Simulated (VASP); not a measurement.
# TiSi16 (a cell with a defect) in VASP: a series of runs, part 2 of 2

VASP 6.6.1. The steps go on from the part before.

### Step 3. Single point, PBE

Contents of INCAR:

```
SYSTEM = TiSi16
ALGO = Normal ; EDIFF = 1E-7
ENCUT = 520 ; GGA = PE
ISIF = 2 ; ISMEAR = 0
LASPH = .TRUE. ; LCHARG = .FALSE.
LREAL = Auto ; LWAVE = .FALSE.
NBANDS = 52 ; NELM = 80
PREC = Accurate ; SIGMA = 0.02
```

Contents of KPOINTS:

```
k-points
0
G
  2 2 2
  0 0 0
```

Contents of POSCAR:

```
TiSi16
1.0
    0.0000000000      5.4300000000      5.4300000000
    5.4300000000      0.0000000000      5.4300000000
    5.4300000000      5.4300000000      0.0000000000
Si Ti
16 1
Direct
    0.0095671271     -0.0315720994      0.0127860958
    0.1217954880      0.1123492634      0.1547781768
   -0.0450663904      0.0165262431      0.5150958564
    0.1178746777      0.1157334254      0.6138932781
    0.0133911602      0.5116062615      0.0108265193
    0.1803580110      0.6088607735      0.1077042357
    0.0090623389      0.5143634438      0.4671577348
    0.1213055249      0.6560036832      0.6115241252
    0.4929958564     -0.0006137201      0.0113638122
    0.6394497238      0.1129738490      0.1251395948
    0.4900906077     -0.0001055249      0.4986160221
    0.5792325967      0.1413370166      0.6400760589
    0.5562708103      0.4836518416     -0.0172906998
    0.6427430018      0.6259680479      0.1250794659
    0.4925500000      0.5127115101      0.4983997238
    0.6390674954      0.6263133517      0.6120628913
    0.0646606814      0.3136711786      0.8124638122
```

Potentials or basis: VASP PAW PBE potentials, release 64 (Si, Ti_sv).

Started as:

```console
$ cat potpaw_PBE.64/Si/POTCAR potpaw_PBE.64/Ti_sv/POTCAR > POTCAR
$ mpirun -np 1 vasp_std > vasp.out
```

OUTCAR:

```text
SYSTEM = TiSi16
   EDIFF = 1E-7
   ENCUT = 520
   GGA = PE
   ISIF = 2
   ISMEAR = 0
   LASPH = .TRUE.
   LREAL = Auto
   NELM = 80
   PREC = Accurate

 ion  position               nearest neighbor table
   1  0.010  0.968  0.013-   6 2.28  10 2.32  17 2.44   2 2.50   4 2.51
   2  0.122  0.112  0.155-   3 2.28   9 2.33  17 2.43   1 2.50   5 2.51
   3  0.955  0.017  0.515-   2 2.28   4 2.28   8 2.28  12 2.36
   4  0.118  0.116  0.614-   3 2.28  11 2.34  17 2.42   7 2.50   1 2.51
   5  0.013  0.512  0.011-   6 2.29  14 2.33  17 2.43   2 2.51   8 2.51
   6  0.180  0.609  0.108-   7 2.28   1 2.28   5 2.29  13 2.36
   7  0.009  0.514  0.467-   6 2.28  16 2.32  17 2.44   8 2.50   4 2.50
   8  0.121  0.656  0.612-   3 2.28  15 2.33  17 2.43   7 2.50   5 2.51
   9  0.493  0.999  0.011-   2 2.33  12 2.34  14 2.35  10 2.35
  10  0.639  0.113  0.125-   1 2.32  13 2.34  11 2.35   9 2.35
  11  0.490  1.000  0.499-   4 2.34  12 2.34  10 2.35  16 2.35
  12  0.579  0.141  0.640-   9 2.34  15 2.34  11 2.34   3 2.36
  13  0.556  0.484  0.983-  10 2.34  16 2.34  14 2.34   6 2.36
  14  0.643  0.626  0.125-   5 2.33  13 2.34  15 2.35   9 2.35
  15  0.493  0.513  0.498-   8 2.33  12 2.34  14 2.35  16 2.35
  16  0.639  0.626  0.612-   7 2.32  13 2.34  11 2.35  15 2.35
  17  0.065  0.314  0.812-   4 2.42   8 2.43   5 2.43   2 2.43   1 2.44   7 2.44

  LATTYP: Found a face centered cubic cell.
 ALAT       =    10.8600000000

  Lattice vectors:

 A1 = (   0.0000000000,   5.4300000000,   5.4300000000)
 A2 = (   5.4300000000,   0.0000000000,   5.4300000000)
 A3 = (   5.4300000000,   5.4300000000,   0.0000000000)

Analysis of symmetry for initial positions (statically):
=====================================================================
 Subroutine PRICEL returns:
 Original cell was already a primitive cell.

 Routine SETGRP: Setting up the symmetry group for a
 face centered cubic supercell.

 Subroutine GETGRP returns: Found  1 space group operations
 (whereof  1 operations were pure point group operations)
 out of a pool of 48 trial point group operations.

The static configuration has the point symmetry C_1 .

[... 152 lines left out ...]
   AEXX    =    0.0000 exact exchange contribution
   IVDW    =     0    specifies the selected vdW correction
   LEPSILON=     F    determine dielectric tensor
   LRPA    =     F    only Hartree local field effects (RPA)
 non-spin polarized calculation
 Gauss-broadening in eV      SIGMA  =   0.02
  energy-cutoff  :      520.00
  volume of cell :      320.21
 maximum number of plane-waves:      8646
 NGX is ok and might be reduce to    60
   NGX = 29   NGY = 29   NGZ = 29

 number of electron      76.0000001 magnetization

 Free energy of the ion-electron system (eV)
  ---------------------------------------------------
  ext. energy  EPLUGINS =         0.00000000
  ---------------------------------------------------
  free energy    TOTEN  =       -90.49150455 eV

  energy without entropy =      -90.48495849  energy(sigma->0) =      -90.48823152

 E-fermi :   6.8978     XC(G=0):  -9.7540

 val. band max:        6.8977060940   @ k =   0.5000   0.0000   0.5000
 cond. band min:       6.8981682168   @ k =   0.5000   0.5000   0.0000
 fundamental gap:      0.0004621227
 Fermi energy:         6.8978424090

 k-point     1 :       0.0000    0.0000    0.0000
  band No.  band energies     occupation
      1     -49.9377      2.00000
      2     -26.4049      2.00000
      3     -26.2603      2.00000
      4     -26.2539      2.00000
      5      -5.6562      2.00000
      6      -3.4461      2.00000
[... 413 lines left out ...]
     49       9.9694      0.00000
     50      10.4790      0.00000
 [bands above 50 left out]

------------------------ aborting loop because EDIFF is reached ----------------------------------------

  FORCE on cell =-STRESS in cart. coord.  units (eV):
  Direction    XX          YY          ZZ          XY          YZ          ZX
  --------------------------------------------------------------------------------------
  -------------------------------------------------------------------------------------
  Total       11.9899721     11.4527342     11.5234547      1.7644205     -1.9006999      1.7442660
  in kB       59.9928193     57.3047046     57.6585605      8.8284240     -9.5103097      8.7275793
  external PRESSURE =      58.3186948 kB  Pullay stress =       0.0000000 kB

 VOLUME and BASIS-vectors are now :
 -----------------------------------------------------------------------------
  energy-cutoff  :      520.00
  volume of cell :      320.21
      direct lattice vectors                 reciprocal lattice vectors
     0.000000000  5.430000000  5.430000000    -0.092081031  0.092081031  0.092081031
     5.430000000  0.000000000  5.430000000     0.092081031 -0.092081031  0.092081031
     5.430000000  5.430000000  0.000000000     0.092081031  0.092081031 -0.092081031

 POSITION                                       TOTAL-FORCE (eV/Angst)
 -----------------------------------------------------------------------------------
      5.32799      0.12138      5.31051         0.002850     -0.023237      0.066030
      1.45050      1.50179      1.27141         0.013222      0.072680      0.017745
      2.88671      7.98226      5.27503        -0.011018     -0.021070     -0.027348
      3.96187      3.97350      1.26849        -0.064017      0.017841      0.012768
      2.83681      0.13150      2.85074        -0.024782      0.034037      0.034590
      3.89095      1.56418      4.28546        -0.014068     -0.017178     -0.019093
[... 9 lines left out ...]
      6.72438      6.79364      6.87102         0.004464     -0.047857      0.006245
      6.11491      4.76279      2.05434         0.014121     -0.077377     -0.078409
 -----------------------------------------------------------------------------------
    total drift:                               -0.002458      0.005240     -0.002612

  FREE ENERGIE OF THE ION-ELECTRON SYSTEM (eV)
  ---------------------------------------------------
  free  energy   TOTEN  =       -90.4915045528 eV

  energy  without entropy=      -90.4849584924  energy(sigma->0) =      -90.48823152
```

OSZICAR:

```text
N       E                     dE             d eps       ncg     rms          rms(c)
DAV:   1     0.338299321348E+03    0.33830E+03   -0.30894E+04   848   0.127E+03
DAV:   2    -0.562662675006E+02   -0.39457E+03   -0.37597E+03   956   0.245E+02
DAV:   3    -0.910767329247E+02   -0.34810E+02   -0.33458E+02  1212   0.656E+01
DAV:   4    -0.937375373727E+02   -0.26608E+01   -0.26430E+01  1256   0.155E+01
DAV:   5    -0.938118564203E+02   -0.74319E-01   -0.74220E-01  1104   0.237E+00    0.187E+01
DAV:   6    -0.938601441743E+02   -0.48288E-01   -0.22124E+01  1092   0.212E+01    0.175E+01
DAV:   7    -0.913438660751E+02    0.25163E+01   -0.31945E+01  1128   0.256E+01    0.975E+00
DAV:   8    -0.905424807340E+02    0.80139E+00   -0.21669E+00  1044   0.616E+00    0.239E+00
DAV:   9    -0.904872187900E+02    0.55262E-01   -0.42898E-01  1188   0.250E+00    0.860E-01
DAV:  10    -0.904889658168E+02   -0.17470E-02   -0.23601E-02  1060   0.589E-01    0.606E-01
DAV:  11    -0.904915067927E+02   -0.25410E-02   -0.85311E-03  1000   0.409E-01    0.272E-01
DAV:  12    -0.904914605839E+02    0.46209E-04   -0.22832E-03  1056   0.228E-01    0.959E-02
DAV:  13    -0.904914765496E+02   -0.15966E-04   -0.35712E-04  1152   0.793E-02    0.375E-02
DAV:  14    -0.904914973158E+02   -0.20766E-04   -0.54524E-05  1064   0.302E-02    0.169E-02
DAV:  15    -0.904915025111E+02   -0.51952E-05   -0.75905E-06  1032   0.122E-02    0.751E-03
DAV:  16    -0.904915044640E+02   -0.19530E-05   -0.35036E-06  1024   0.754E-03    0.219E-03
DAV:  17    -0.904915045528E+02   -0.88787E-07   -0.19377E-07   808   0.172E-03
   1 F= -.90491505E+02 E0= -.90488232E+02  d E =-.654606E-02
```

stdout:

```text
POSCAR found type information on POSCAR SiTi
 POSCAR found :  2 types and      17 ions
 scaLAPACK will be used
 LDA part: xc-table for (Slater+PW92), standard interpolation
 POSCAR, INCAR and KPOINTS ok, starting setup
 FFT: planning ... GRIDC
 FFT: planning ... GRID_SOFT
 FFT: planning ... GRID
 WAVECAR not read
 entering main loop
```

Wall time 7 min (1 thread of Intel Xeon Platinum 8259CL at 2.50GHz (Skylake/Cascade Lake), shared host); peak memory 0.5 GiB.

What came out:

```yaml
Free_energy: -90.4915 eV
Pressure: 5.8 GPa
Largest_force: 0.111 eV/Å
Band_gap_on_the_k_mesh: zero (band 38 reaches 6.92 eV, above the bottom of band 39 at 6.72 eV)
```

Forces on the atoms (eV/Å):
```
Si   0.003 -0.023  0.066
Si   0.013  0.073  0.018
Si  -0.011 -0.021 -0.027
Si  -0.064  0.018  0.013
Si  -0.025  0.034  0.035
Si  -0.014 -0.017 -0.019
Si   0.006  0.073 -0.020
Si   0.019  0.009  0.079
Si   0.004  0.006 -0.001
Si  -0.003  0.006 -0.046
Si   0.013 -0.008 -0.010
Si   0.018 -0.016 -0.016
Si  -0.022 -0.009 -0.006
Si   0.041  0.000  0.004
Si   0.004  0.001  0.003
Si   0.004 -0.048  0.006
Ti   0.014 -0.077 -0.078
```

Stress tensor (GPa, compression positive):
```
 6.00  0.88  0.87
 0.88  5.73 -0.95
 0.87 -0.95  5.77
```

Levels at points of the mesh, in eV from the Fermi level:
```csv
k point,band 34,band 35,band 36,band 37,band 38,band 39,band 40,band 41
"(0.00, 0.00, 0.00)",-1.25,-1.25,-0.79,-0.26,-0.24,-0.18,-0.17,-0.14
"(0.50, 0.00, 0.00)",-2.29,-1.35,-1.34,-0.27,-0.24,0.27,0.45,0.81
"(0.00, 0.50, 0.00)",-1.46,-1.44,-1.07,-0.78,0.02,0.37,0.63,0.65
"(0.00, 0.00, 0.50)",-1.45,-1.44,-1.06,-0.78,0.02,0.37,0.63,0.65
"(0.50, 0.50, 0.50)",-1.46,-1.44,-1.08,-0.79,0.00,0.37,0.63,0.64
"(0.50, 0.50, 0.00)",-2.13,-1.79,-1.58,-0.21,0.00,0.27,0.54,0.80
"(0.00, 0.50, 0.50)",-2.13,-1.79,-1.58,-0.21,0.00,0.25,0.54,0.80
"(0.50, 0.00, 0.50)",-2.13,-1.79,-1.58,-0.20,0.00,0.27,0.54,0.80
```

Caveat: the k points lie up to 0.50 Å⁻¹ apart.
